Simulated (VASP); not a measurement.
# TiAl (P-6m2) in VASP: a series of runs

TiAl is run at these levels: PBEsol+D3(BJ), PBEsol+D4, PBEsol; tasks: single point, relaxation of cell and atoms.

All numbers are computed with VASP 6.6.1; they aren't measurements. Logs are shortened: lines on timing, memory, paths and dates and some standing lists are left out, and cuts for length are marked.

## (1) The cell of the first run

Symmetry: P-6m2, No. 187, hexagonal system. Conventional cell: a = 2.812 Å, b = 2.812 Å, c = 4.575 Å, α = 90.00°, β = 90.00°, γ = 120.00°. Ti (site symmetry -6m2) has 6 Al at 2.81 Å and 6 Ti at 2.81 Å within 3.7 Å. Al (site symmetry -6m2) has 6 Ti at 2.81 Å and 6 Al at 2.81 Å within 3.7 Å.

## (2) Single point, PBEsol+D3(BJ)

Contents of INCAR:

```
ALGO = Normal
EDIFF = 1E-6
ENCUT = 520
GGA = PS
ISIF = 2
ISMEAR = -1
IVDW = 12
LASPH = T
LCHARG = F
LREAL = F
LWAVE = F
NBANDS = 14
NELM = 80
PREC = Accurate
SIGMA = 0.05
```

Contents of KPOINTS:

```
k-points
0
Gamma
  11 11 6
```

Contents of POSCAR:

```
TiAl
1.0
    2.8116843019      0.0000000000      0.0000000000
   -1.4058421509      2.4349900329      0.0000000000
    0.0000000000      0.0000000000      4.5751607923
Ti Al
1 1
Direct
    0.0000000000      0.0000000000      0.0000000000
    0.3333333333      0.6666666667      0.5000000000
```

Potentials or basis: VASP PAW PBE potentials, release 64 (Ti_sv, Al).

On the command line:

```bash
$ cat potpaw_PBE.64/Ti_sv/POTCAR potpaw_PBE.64/Al/POTCAR > POTCAR
$ mpirun -np 1 vasp_std > vasp.out
```

OUTCAR:

```text
EDIFF = 1E-6
   ENCUT = 520
   GGA = PS
   ISIF = 2
   ISMEAR = -1
   IVDW = 12
   LASPH = T
   LREAL = F
   NELM = 80
   PREC = Accurate
 IVDW          = 12

 ion  position               nearest neighbor table
   1  0.000  0.000  0.000-   2 2.81   2 2.81   2 2.81   2 2.81   2 2.81   2 2.81
   2  0.333  0.667  0.500-   1 2.81   1 2.81   1 2.81   1 2.81   1 2.81   1 2.81

  LATTYP: Found a hexagonal cell.
 ALAT       =     2.8116843019
 C/A-ratio  =     1.6271957663

  Lattice vectors:

 A1 = (   2.8116843019,   0.0000000000,   0.0000000000)
 A2 = (  -1.4058421509,   2.4349900329,   0.0000000000)
 A3 = (   0.0000000000,   0.0000000000,   4.5751607923)

Analysis of symmetry for initial positions (statically):
=====================================================================
 Subroutine PRICEL returns:
 Original cell was already a primitive cell.

 Routine SETGRP: Setting up the symmetry group for a
 hexagonal supercell.

 Subroutine GETGRP returns: Found 12 space group operations
 (whereof 12 operations were pure point group operations)
 out of a pool of 24 trial point group operations.

The static configuration has the point symmetry D_3h.

Analysis of symmetry for dynamics (positions and initial velocities):
=====================================================================
 Subroutine PRICEL returns:
 Original cell was already a primitive cell.

 Routine SETGRP: Setting up the symmetry group for a
 hexagonal supercell.

 Subroutine GETGRP returns: Found 12 space group operations
 (whereof 12 operations were pure point group operations)
 out of a pool of 24 trial point group operations.

The dynamic configuration has the point symmetry D_3h.

 Subroutine INISYM returns: Found 12 space group operations
 (whereof 12 operations are pure point group operations),
 and found     1 'primitive' translations

----------------------------------------------------------------------------------------

                                     Primitive cell

  volume of cell :      31.3235

  direct lattice vectors                    reciprocal lattice vectors
     2.811684302  0.000000000  0.000000000     0.355658706  0.205339650  0.000000000
    -1.405842151  2.434990033  0.000000000     0.000000000  0.410679299  0.000000000
     0.000000000  0.000000000  4.575160792     0.000000000  0.000000000  0.218571553

  length of vectors
     2.811684302  2.811684302  4.575160792     0.410679299  0.410679299  0.218571553

  position of ions in fractional coordinates (direct lattice)
     0.000000000  0.000000000  0.000000000
     0.333333333  0.666666667  0.500000000

  ion indices of the primitive-cell ions
   primitive index   ion index
                 1           1
                 2           2

----------------------------------------------------------------------------------------

 KPOINTS: k-points

Automatic generation of k-mesh.
 Grid dimensions read from file:
 generate k-points for:   11   11    6

 Generating k-lattice:

  Cartesian coordinates                     Fractional coordinates (reciprocal lattice)
     0.032332610  0.018667241  0.000000000     0.090909091  0.000000000  0.000000000
     0.000000000  0.037334482  0.000000000     0.000000000  0.090909091  0.000000000
     0.000000000  0.000000000  0.036428592     0.000000000  0.000000000  0.166666667

  Length of vectors
     0.037334482  0.037334482  0.036428592

  Shift w.r.t. Gamma in fractional coordinates (k-lattice)
     0.000000000  0.000000000  0.000000000

 Subroutine IBZKPT returns following result:
 ===========================================

 Found     64 irreducible k-points:

 Following reciprocal coordinates:
            Coordinates               Weight
  0.000000  0.000000  0.000000      1.000000
  0.090909  0.000000  0.000000      6.000000
  0.181818  0.000000  0.000000      6.000000
  0.272727  0.000000  0.000000      6.000000
  0.363636  0.000000  0.000000      6.000000
  0.454545  0.000000  0.000000      6.000000
[... 16 lines left out ...]
  0.090909  0.090909  0.166667     12.000000
  0.181818  0.090909  0.166667     24.000000
 [... further k-points ...]
   k-points           NKPTS =     64   k-points in BZ     NKDIM =     64   number of bands    NBANDS=     14
   number of dos      NEDOS =    301   number of ions     NIONS =      2
   total plane-waves  NPLWV =  20736
   dimension x,y,z NGX =    24 NGY =   24 NGZ =   36
   dimension x,y,z NGXF=    48 NGYF=   48 NGZF=   72
   ions per type =               1   1
   NGX,Y,Z   is equivalent  to a cutoff of  14.19, 14.19, 13.08 a.u.
   NGXF,Y,Z  is equivalent  to a cutoff of  28.38, 28.38, 26.16 a.u.
 SYSTEM =  unknown system
   PREC   = accura    normal or accurate (medium, high low for compatibility)
   ISTART =      0    job   : 0-new  1-cont  2-samecut
   ICHARG =      2    charge: 1-file 2-atom 10-const
   ISPIN  =      1    spin polarized calculation?
   LNONCOLLINEAR =      F non collinear calculations
   LSORBIT =      F    spin-orbit coupling
   LASPH  =      T    aspherical Exc in radial PAW
   ENCUT  =  520.0 eV  38.22 Ry    6.18 a.u.   5.23  5.23  8.51*2*pi/ulx,y,z
   NELM   =     80;   NELMIN=  2; NELMDL= -5     # of ELM steps
   EDIFF  = 0.1E-05   stopping-criterion for ELM
   LREAL  =      F    real-space projection
   EDIFFG = 0.1E-04   stopping-criterion for IOM
   NSW    =      0    number of steps for IOM
   IBRION =     -1    ionic relax: 0-MD 1-quasi-New 2-CG
   NFREE  =      0    steps in history (QN), initial steepest desc. (CG)
   ISIF   =      2    stress and relaxation
   ISYM   =      2    0-nonsym 1-usesym 2-fastsym
   POTIM  = 0.5000    time-step for ionic-motion
   TEBEG  =    0.0;   TEEND  =   0.0 temperature during run
   PSTRESS=    0.0 pullay stress
   NELECT =      15.0000    total number of electrons
   NUPDOWN=      -1.0000    fix difference up-down
   EMIN   =  10.00;   EMAX   =-10.00  energy-range for DOS
   EFERMI =   0.00;   METHOD = LEGACY
   ISMEAR =    -1;   SIGMA  =   0.05  broadening in eV -4-tet -1-fermi 0-gaus
   EFERMI_NEDOS =   21; number of points for ismear=-14 and -15
   IALGO  =     38    algorithm
   IMIX   =      4    mixing-type and parameters
     AMIX     =   0.40;   BMIX     =  1.00
     AMIX_MAG =   1.60;   BMIX_MAG =  1.00
  volume/ion in A,a.u.               =      15.66       105.69
  Fermi-wavevector in a.u.,A,eV,Ry     =   1.280802  2.420364 22.319717  1.640453
  Thomas-Fermi vector in A             =   2.413208
   LORBIT       =      0    0 simple, 1 ext, 2 COOP (PROOUT), +10 PAW based schemes
   GGA     = PS    functional components
   LHFCALC =     F    Hartree Fock is set to
   AEXX    =    0.0000 exact exchange contribution
   IVDW    =    12    specifies the selected vdW correction
   LEPSILON=     F    determine dielectric tensor
   LRPA    =     F    only Hartree local field effects (RPA)
 non-spin polarized calculation
  energy-cutoff  :      520.00
  volume of cell :       31.32
 maximum number of plane-waves:       854
 NGX is ok and might be reduce to    24
   NGX = 11   NGY = 11   NGZ = 17

 number of electron      15.0000004 magnetization

 Free energy of the ion-electron system (eV)
  ---------------------------------------------------
  ext. energy  EPLUGINS =         0.00000000
  ---------------------------------------------------
  free energy    TOTEN  =       -12.92546004 eV

  energy without entropy =      -12.90321894  energy(sigma->0) =      -12.91433949

 E-fermi :   8.3906     XC(G=0): -11.2971

 val. band max:        8.3895071080   @ k =   0.4545   0.0000   0.3333
 cond. band min:       8.3948911109   @ k =   0.3636   0.2727   0.3333
 fundamental gap:      0.0053840029
 Fermi energy:         8.3905975631

 k-point     1 :       0.0000    0.0000    0.0000
  band No.  band energies     occupation
      1     -47.7489      2.00000
      2     -24.1827      2.00000
      3     -23.6917      2.00000
      4     -23.6917      2.00000
      5      -0.7986      2.00000
      6       6.0401      2.00000
      7       6.5838      2.00000
      8       9.7537      0.00000
      9       9.7537      0.00000
     10      11.3685      0.00000
     11      11.3685      0.00000
     12      12.6498      0.00000
     13      21.7251      0.00000
     14      21.7251      0.00000

 k-point     2 :       0.0909    0.0000    0.0000
  band No.  band energies     occupation
      1     -47.7393      2.00000
      2     -24.1734      2.00000
      3     -23.7495      2.00000
      4     -23.7046      2.00000
      5      -0.5844      2.00000
      6       6.2741      2.00000
      7       6.5975      2.00000
      8       9.5425      0.00000
      9       9.9346      0.00000
     10      11.3058      0.00000
     11      11.4178      0.00000
     12      12.7004      0.00000
     13      19.2474      0.00000
     14      20.4208      0.00000

 k-point     3 :       0.1818    0.0000    0.0000
  band No.  band energies     occupation
      1     -47.7134      2.00000
      2     -24.1483      2.00000
      3     -23.9028      2.00000
      4     -23.7392      2.00000
      5       0.0479      2.00000
      6       6.6325      2.00000
      7       6.8765      2.00000
      8       9.0571      0.00000
      9      10.4481      0.00000
     10      11.1416      0.00000
     11      11.5817      0.00000
     12      12.8151      0.00000
     13      16.2389      0.00000
     14      19.0420      0.00000

 k-point     4 :       0.2727    0.0000    0.0000
  band No.  band energies     occupation
      1     -47.6793      2.00000
      2     -24.1152      2.00000
      3     -24.0997      2.00000
      4     -23.7840      2.00000
      5       1.0704      2.00000
      6       6.6746      2.00000
      7       7.3806      2.00000
      8       8.6609      0.00893
      9      10.9344      0.00000
     10      11.2006      0.00000
     11      11.8858      0.00000
     12      12.7476      0.00000
     13      14.0509      0.00000
     14      17.9486      0.00000

 k-point     5 :       0.3636    0.0000    0.0000
  band No.  band energies     occupation
      1     -47.6477      2.00000
      2     -24.2772      2.00000
      3     -24.0847      2.00000
      4     -23.8249      2.00000
      5       2.4374      2.00000
      6       6.7100      2.00000
      7       7.1708      2.00000
      8       8.1104      1.99266
      9      10.7512      0.00000
     10      12.0129      0.00000
     11      12.3053      0.00000
[... 276 lines left out ...]
 k-point    22 :       0.4545    0.0000    0.1667
  band No.  band energies     occupation
      1     -47.6288      2.00000
      2     -24.3810      2.00000
      3     -24.0673      2.00000
      4     -23.8491      2.00000
      5       4.1219      2.00000
      6       5.7691      2.00000
      7       7.1499      2.00000
      8       7.5652      2.00000
      9      10.5895      0.00000
     10      11.1407      0.00000
     11      12.5884      0.00000
     12      13.0817      0.00000
     13      14.5881      0.00000
     14      16.9886      0.00000

 k-point    23 :       0.0909    0.0909    0.1667
  band No.  band energies     occupation
      1     -47.7215      2.00000
      2     -24.1576      2.00000
      3     -23.8514      2.00000
      4     -23.7319      2.00000
      5       0.0075      2.00000
      6       5.4475      2.00000
      7       7.5778      2.00000
      8       9.1864      0.00000
      9      10.3018      0.00000
     10      11.0969      0.00000
     11      11.1278      0.00000
     12      13.7318      0.00000
     13      17.6552      0.00000
     14      18.2705      0.00000

 k-point    24 :       0.1818    0.0909    0.1667
  band No.  band energies     occupation
      1     -47.6915      2.00000
      2     -24.1283      2.00000
      3     -24.0174      2.00000
      4     -23.7806      2.00000
      5       0.8163      2.00000
      6       5.9746      2.00000
      7       7.8252      1.99998
      8       8.6972      0.00434
      9      10.7923      0.00000
     10      10.9529      0.00000
     11      11.0706      0.00000
     12      13.9272      0.00000
     13      15.4016      0.00000
     14      16.9564      0.00000

 [... further k-points ...]

------------------------ aborting loop because EDIFF is reached ----------------------------------------

 Edisp (eV)   -0.97230

 E8    (eV) :    -0.6700

  FORCE on cell =-STRESS in cart. coord.  units (eV):
  Direction    XX          YY          ZZ          XY          YZ          ZX
  --------------------------------------------------------------------------------------
  -------------------------------------------------------------------------------------
  Total      -0.17247    -0.17247    -0.15082    -0.00000     0.00000     0.00000
  in kB      -8.82186    -8.82186    -7.71418    -0.00000     0.00000     0.00000
  external pressure =       -8.45 kB  Pullay stress =        0.00 kB

 VOLUME and BASIS-vectors are now :
 -----------------------------------------------------------------------------
  energy-cutoff  :      520.00
  volume of cell :       31.32
      direct lattice vectors                 reciprocal lattice vectors
     2.811684302  0.000000000  0.000000000     0.355658706  0.205339650  0.000000000
    -1.405842151  2.434990033  0.000000000     0.000000000  0.410679299  0.000000000
     0.000000000  0.000000000  4.575160792     0.000000000  0.000000000  0.218571553

 POSITION                                       TOTAL-FORCE (eV/Angst)
 -----------------------------------------------------------------------------------
      0.00000      0.00000      0.00000        -0.000000      0.000000      0.000000
     -0.00000      1.62333      2.28758         0.000000     -0.000000      0.000000
 -----------------------------------------------------------------------------------
    total drift:                                0.000000     -0.000000      0.000000

  FREE ENERGIE OF THE ION-ELECTRON SYSTEM (eV)
  ---------------------------------------------------
  free  energy   TOTEN  =       -13.8977615502 eV

  energy  without entropy=      -13.8755204500  energy(sigma->0) =      -13.88664100
```

It took 22 s on 1 thread of Intel Xeon Platinum 8375C at 2.90GHz (Ice Lake), shared host; peak memory 0.18 GiB.

Results:

* Free energy: -13.8978 eV
* Pressure: -0.8 GPa
* Dispersion energy per atom: -0.486 eV

Stress tensor (GPa, compression positive):
```
-0.88  0.00  0.00
 0.00 -0.88  0.00
 0.00  0.00 -0.77
```

Levels at points of the mesh, in eV from the Fermi level:
```csv
k point,band 5,band 6,band 7,band 8,band 9,band 10
"(0.00, 0.00, 0.00)",-9.19,-2.35,-1.81,1.36,1.36,2.98
"(0.00, 0.00, 0.50)",-8.22,-5.39,-0.45,1.38,1.38,2.89
```

Caveat: three body term missing; the PAW data sets were made with another functional, which shifts forces and pressure a little; pairwise dispersion overbinds metals, which lowers pressure and volume.

## (3) Single point, PBEsol+D4

This run uses another cell than the first one, of 16.01 Å³/atom, 1.022 times its volume.

Contents of INCAR:

```
SYSTEM = TiAl
PREC     = Accurate       ! precision mode
ENCUT    = 520            ! plane-wave cutoff, eV
EDIFF    = 1E-6           ! SCF threshold, eV
ISMEAR   = -1             ! smearing method
SIGMA    = 0.05           ! smearing width, eV
LREAL    = .FALSE.        ! projectors in reciprocal space
LASPH    = .TRUE.         ! aspherical terms in the spheres
NELM     = 60             ! most SCF steps
ALGO     = Normal         ! electronic algorithm
ISIF     = 2              ! what is computed and relaxed
LWAVE    = .FALSE.        ! write WAVECAR
LCHARG   = .TRUE.         ! write CHGCAR
GGA      = PS             ! functional
IVDW     = 13             ! dispersion correction
LELF     = .TRUE.         ! ELF
LVHAR    = .TRUE.       
NBANDS   = 14             ! bands
```

Contents of KPOINTS:

```
Automatic mesh
0
G
  11 11 6
  0 0 0
```

Contents of POSCAR:

```
TiAl
1.0
    2.8360594046      0.0000000000      0.0000000000
   -1.4180297023      2.4560994911      0.0000000000
    0.0000000000      0.0000000000      4.5957388376
Ti Al
1 1
Direct
    0.0000000000      0.0000000000      0.0000000000
    0.3333333333      0.6666666667      0.5000000000
```

Potentials or basis: VASP PAW PBE potentials, release 64 (Ti_sv, Al).

On the command line:

```bash
$ cat potpaw_PBE.64/Ti_sv/POTCAR potpaw_PBE.64/Al/POTCAR > POTCAR
$ mpirun -np 1 vasp_std > vasp.out
```

OUTCAR:

```text
SYSTEM = TiAl
   PREC = Accurate
   ENCUT = 520
   EDIFF = 1E-6
   ISMEAR = -1
   LREAL = .FALSE.
   LASPH = .TRUE.
   NELM = 60
   ISIF = 2
   GGA = PS
   IVDW = 13

 ion  position               nearest neighbor table
   1  0.000  0.000  0.000-   2 2.82   2 2.82   2 2.82   2 2.82   2 2.82   2 2.82
   2  0.333  0.667  0.500-   1 2.82   1 2.82   1 2.82   1 2.82   1 2.82   1 2.82

  LATTYP: Found a hexagonal cell.
 ALAT       =     2.8360594046
 C/A-ratio  =     1.6204663521

  Lattice vectors:

 A1 = (   2.8360594046,   0.0000000000,   0.0000000000)
 A2 = (  -1.4180297023,   2.4560994911,   0.0000000000)
[... 596 lines left out ...]

  Edisp (eV):   -0.33193

  FORCE on cell =-STRESS in cart. coord.  units (eV):
  Direction    XX          YY          ZZ          XY          YZ          ZX
  --------------------------------------------------------------------------------------
  -------------------------------------------------------------------------------------
  Total      -0.01281    -0.01281     0.00896     0.00000     0.00000     0.00000
  in kB      -0.64108    -0.64108     0.44853     0.00000     0.00000     0.00000
  external pressure =       -0.28 kB  Pullay stress =        0.00 kB

 VOLUME and BASIS-vectors are now :
 -----------------------------------------------------------------------------
  energy-cutoff  :      520.00
  volume of cell :       32.01
      direct lattice vectors                 reciprocal lattice vectors
     2.836059405  0.000000000  0.000000000     0.352601923  0.203574815  0.000000000
    -1.418029702  2.456099491  0.000000000     0.000000000  0.407149630  0.000000000
     0.000000000  0.000000000  4.595738838     0.000000000  0.000000000  0.217592869

 POSITION                                       TOTAL-FORCE (eV/Angst)
 -----------------------------------------------------------------------------------
      0.00000      0.00000      0.00000        -0.000000      0.000000      0.000000
     -0.00000      1.63740      2.29787         0.000000     -0.000000      0.000000
 -----------------------------------------------------------------------------------
    total drift:                                0.000000     -0.000000      0.000000

  FREE ENERGIE OF THE ION-ELECTRON SYSTEM (eV)
  ---------------------------------------------------
  free  energy   TOTEN  =       -13.2696381203 eV

  energy  without entropy=      -13.2464638548  energy(sigma->0) =      -13.25805099
```

stdout:

```text
POSCAR found type information on POSCAR TiAl
 POSCAR found :  2 types and       2 ions
 scaLAPACK will be used
 -----------------------------------------------------------------------------
|                                                                             |
|                                                                             |
|     You enforced a specific xc type in the INCAR file but a different       |
|     I HOPE YOU KNOW WHAT YOU ARE DOING!                                     |
|                                                                             |
 -----------------------------------------------------------------------------

 LDA part: xc-table for (Slater+PW92), standard interpolation
 POSCAR, INCAR and KPOINTS ok, starting setup
 FFT: planning ... GRIDC
 FFT: planning ... GRID_SOFT
 FFT: planning ... GRID
 WAVECAR not read
 entering main loop
```

Run time: 25 s. Hardware: 1 thread of Intel Xeon Platinum 8375C at 2.90GHz (Ice Lake), shared host; peak memory 0.17 GiB.

What came out:

| Item | Value |
| --- | --- |
| Free energy | -13.2696 eV |
| Pressure | 0.0 GPa |
| Dispersion energy per atom | -0.166 eV |

Stress tensor (GPa, compression positive):
```
-0.06  0.00  0.00
 0.00 -0.06  0.00
 0.00  0.00  0.04
```

Caveat: the PAW data sets were made with another functional, which shifts forces and pressure a little; pairwise dispersion overbinds metals, which lowers pressure and volume.

[end of part 1 of 2]
